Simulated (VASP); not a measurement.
**Cs: single point with PBE**

The system is Cs.

```
CELL_PARAMETERS angstrom
5.40071 0.00000 0.00000
0.00000 5.40071 0.00000
0.00000 0.00000 11.99369
ATOMIC_POSITIONS crystal
Cs 0.00000 0.00000 0.31234
Cs 0.00000 0.00000 0.68766
Cs 0.50000 0.50000 0.00000
```

- Program: VASP 6.6.1
- Task: single point
- Functional: PBE
- Potentials or basis: VASP PAW PBE potentials, release 64 (Cs_sv)
- Cutoff: 520 eV
- k mesh: 4 × 4 × 2
- Occupations: gaussian, width 0.1 eV
- Spin: no spin polarisation
- Dipole correction: no
- Further INCAR settings: ALGO = Fast; EDIFF = 1e-06; NBANDS = 20

```json
{
  "Pressure": "0.1 GPa",
  "Largest force": "0.074 eV/Å"
}
```

Forces in eV/Å, atoms in the order of the input:
```
Cs   0.000  0.000 -0.074
Cs   0.000  0.000  0.074
Cs   0.000  0.000  0.000
```

Stress tensor (GPa, compression positive):
```
-0.06  0.00  0.00
 0.00 -0.06  0.00
 0.00  0.00  0.42
```

Levels at points of the mesh, in eV from the Fermi level:
```
           k point  band 11  band 12  band 13  band 14  band 15  band 16  band 17  band 18
(0.00, 0.00, 0.00)   -10.62   -10.62    -1.73    -0.53    -0.42     0.98     1.15     1.65
(0.50, 0.00, 0.00)   -10.66   -10.61    -0.33    -0.20     0.29     0.30     0.96     1.06
(0.50, 0.50, 0.00)   -10.68   -10.66     0.23     0.25     1.00     1.02     1.02     1.04
(0.00, 0.00, 0.50)   -10.62   -10.62    -1.44    -1.30     0.24     1.12     1.15     1.29
(0.50, 0.00, 0.50)   -10.66   -10.61    -0.25    -0.18     0.12     0.28     1.02     1.52
(0.50, 0.50, 0.50)   -10.68   -10.66     0.43     0.48     0.56     0.91     0.91     1.26
```

It took 76 s on 1 thread of AMD EPYC 7R13 Processor (Zen 3), with other jobs on the host, peak memory 0.33 GiB.

Caveat: spin-orbit coupling is left out, which moves the levels of the heavy elements.
